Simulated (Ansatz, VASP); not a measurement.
## One calculation of Rh, two programs

```xyz
2
Lattice="4.2898 0.0000 0.0000 -2.1449 3.7150 0.0000 0.0000 0.0000 16.0000" Properties=species:S:1:pos:R:3 pbc="T T T"
Rh    2.1449    1.2383    7.2117
Rh    0.0000    2.4767    8.7883
```

Change from the starting cell: species swapped into a sheet of the Bi type.

Alike in both runs: task single point; functional PBE; k mesh 6 × 6 × 1; occupations gaussian, width 0.1 eV; no spin polarisation.

```csv
,VASP,Ansatz
version,VASP 6.6.1,Ansatz 0.2.0
potentials or method,"VASP PAW PBE potentials, release 64 (Rh_pv), cutoff 520 eV","scalar-relativistic, plane waves, PAW"
valence electrons in the cell,30,34
```

VASP gave:

| Quantity | Value |
| --- | --- |
| gap on the k mesh at the Fermi level (eV) | none |
| rms of the force components (eV/Å) | 1.726 |

Which values does Ansatz return?

gap on the k mesh at the Fermi level (eV): none; rms of the force components (eV/Å): 1.727.

Atom by atom the forces differ by 0.001 eV/Å (rms over components). A gap of «none» marks a metal or a gap that the smearing closes. The functional is the same, so the differences come from potentials, cutoffs and numerics. VASP's potentials hold 30 valence electrons a cell and Ansatz's 34, so a difference there can come from the potentials and not from the codes. Ansatz's warnings: slab cell height set, structure snapped to symmetry.
